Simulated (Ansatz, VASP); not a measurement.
One calculation of GaAs, two programs

```xyz
16
Lattice="7.0462 0.0000 0.0000 0.0000 7.0462 0.0000 0.0000 0.0000 7.0462" Properties=species:S:1:pos:R:3 pbc="T T T"
Ga    2.4028    2.4028    2.4028
Ga    1.1203    4.6434    5.9259
Ga    5.9259    1.1203    4.6434
Ga    4.6434    5.9259    1.1203
Ga    4.6434    4.6434    4.6434
Ga    5.9259    2.4028    1.1203
Ga    1.1203    5.9259    2.4028
Ga    2.4028    1.1203    5.9259
As    0.9887    0.9887    0.9887
As    2.5344    6.0575    4.5118
As    4.5118    2.5344    6.0575
As    6.0575    4.5118    2.5344
As    6.0575    6.0575    6.0575
As    4.5118    0.9887    2.5344
As    2.5344    4.5118    0.9887
As    0.9887    2.5344    4.5118
```

Alike in both runs: functional PBE; k mesh 6 × 6 × 6; occupations gaussian, width 0.1 eV; no spin polarisation.

Ansatz relaxed the structure, and its values are those at the end. VASP's run is a single point on that final structure, the one shown.

|  | VASP | Ansatz |
| --- | --- | --- |
| version | VASP 6.6.1 | Ansatz 0.2.0 |
| potentials or method | VASP PAW PBE potentials, release 64 (Ga_d, As), cutoff 520 eV | scalar-relativistic, plane waves, PAW |
| valence electrons in the cell | 144 | 224 |

```csv
,VASP,Ansatz,Ansatz less VASP
gap on the k mesh at the Fermi level (eV),none,none,-
pressure (GPa),0.2,0.0,-0.18
rms of the force components (eV/Å),0.005,0.003,-0.0028
```

A gap of «none» marks a metal or a gap that the smearing closes. VASP's potentials hold 144 valence electrons a cell and Ansatz's 224, so a difference there can come from the potentials and not from the codes.
